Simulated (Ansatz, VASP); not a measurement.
## One calculation of BN, two programs

```
N B
1.0
     2.55394    0.00000    0.00000
    -1.27697    2.21178    0.00000
     0.00000    0.00000    4.22685
N B
2 2
Direct
  0.33333 0.66667 0.12528
  0.66667 0.33333 0.62528
  0.33333 0.66667 0.49972
  0.66667 0.33333 0.99972
```

Alike in both runs: task relaxation of cell and atoms; functional BLYP; k mesh 12 × 12 × 6; occupations fermi-dirac, width 0.05 eV; no spin polarisation.

```csv
,VASP,Ansatz
version,VASP 6.6.1,Ansatz 0.2.0
potentials or method,"VASP PAW PBE potentials, release 64 (N, B)",Ansatz PAW
plane-wave cutoff (eV),600,420
valence electrons in the cell,16,16
```

|  | VASP | Ansatz | Ansatz less VASP |
| --- | --- | --- | --- |
| gap on the k mesh at the Fermi level, each at its own relaxed structure (eV) | 5.63 | 5.64 | +0.011 |
| relaxed volume (Å³/atom) | 6.07 | 6.08 | +0.006 |
| relaxed cell length with the largest relative difference (Å) | 2.569 | 2.570 | +0.0009 |

VASP's potentials were made for PBE, not for BLYP.

Noted on Ansatz's run: Pulay correction over one GPa; the plane-wave basis is chosen anew once the cell has moved, so the energies of steps on either side of that aren't comparable.
